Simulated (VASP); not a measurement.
WS2, 6 atoms in the cell. The structure is trigonal, space group P-3m1 (No. 164). Conventional cell: a = 3.154 Å, b = 3.154 Å, c = 12.640 Å, α = 90.00°, β = 90.00°, γ = 120.00°. Within 3.2 Å of W (site symmetry 3m) lie 6 S at 2.41 Å and 6 W at 3.15 Å. Within 3.2 Å of S (site symmetry 3m) lie 3 W at 2.41 Å and 7 S at 3.15 Å. S (site symmetry 3m) has 3 W at 2.41 Å and 7 S at 3.15 Å within 3.2 Å. 

```yaml
Program: VASP 6.6.1
Task: single point
Functional: PBE
Dispersion: D3(BJ)
Potentials_or_basis: VASP PAW PBE potentials, release 64 (W_sv, S)
Cutoff: 520 eV
k_mesh: 10 × 10 × 3
Occupations: gaussian, width 0.05 eV
Spin: no spin polarisation
Dipole_correction: no
Further_INCAR_settings: ALGO = Normal; EDIFF = 1e-06; NBANDS = 35
```

Potentials or basis: VASP PAW PBE potentials, release 64 (W_sv, S).

Command:

```console
$ cat potpaw_PBE.64/W_sv/POTCAR potpaw_PBE.64/S/POTCAR > POTCAR
$ mpirun -np 1 vasp_std > vasp.out
```

Hardware: 1 thread of Intel(R) Xeon(R) 6975P-C (Granite Rapids), with other jobs on the host.

Task: Estimate the wall time of this run.

Result: It took 65 s on 1 thread of Intel(R) Xeon(R) 6975P-C (Granite Rapids), with other jobs on the host, peak memory 0.29 GiB. Counts: scf iterations 15, k points 36.
